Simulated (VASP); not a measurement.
## Sb: electric field gradients with PBEsol

Sb:

```
Sb
1.0
     3.22320    0.00000    0.00000
     0.00000    3.22320    0.00000
     0.00000    0.00000    3.16000
Sb
1
Direct
  0.00000 0.00000 0.00000
```

This cell differs from its parent crystal: equal xx and yy strain of +2 %.

```json
{"Program": "VASP 6.6.1", "Task": "electric field gradients", "Functional": "PBEsol", "Potentials or basis": "VASP PAW PBE potentials, release 64 (Sb)", "Cutoff": "520 eV", "k mesh": "13 × 13 × 13", "Occupations": "fermi-dirac, width 0.05 eV", "Spin": "no spin polarisation", "Dipole correction": "no", "Further INCAR settings": "ALGO = Normal; EDIFF = 1e-08; NBANDS = 8"}
```

| Item | Value |
| --- | --- |
| Pressure | -6.3 GPa |
| Band gap on the k mesh | zero (an odd number of electrons rules out a gap without spin polarisation) |
| Largest electric field gradient by atom | Sb -8.6 V/Å² |

Stress tensor (GPa, compression positive):
```
-7.03  0.00  0.00
 0.00 -7.03  0.00
 0.00  0.00 -4.70
```

Levels at points of the mesh, in eV from the Fermi level:
| k point | band 1 | band 2 | band 3 | band 4 | band 5 |
| --- | --- | --- | --- | --- | --- |
| (0.00, 0.00, 0.00) | -11.74 | 2.81 | 2.81 | 3.33 | 6.71 |

Electric field gradients, principal values (V/Å²):
| atom | least | middle | greatest (by size) |
| --- | --- | --- | --- |
| 1 Sb | 4.277 | 4.277 | -8.553 |

Run time: 32 s on 1 thread of Intel Xeon 8259CL (shared host), peak memory 0.17 GiB.

Caveat: the cell differs from its parent crystal (equal xx and yy strain of +2 %); the cell stands under tension; without QUAD_EFG the Cq values of the log hold for a quadrupole moment of 1 mb, not for the nuclei; the PAW data sets were made with another functional, which shifts forces and pressure a little; spin-orbit coupling is left out, which moves the levels of the heavy elements.
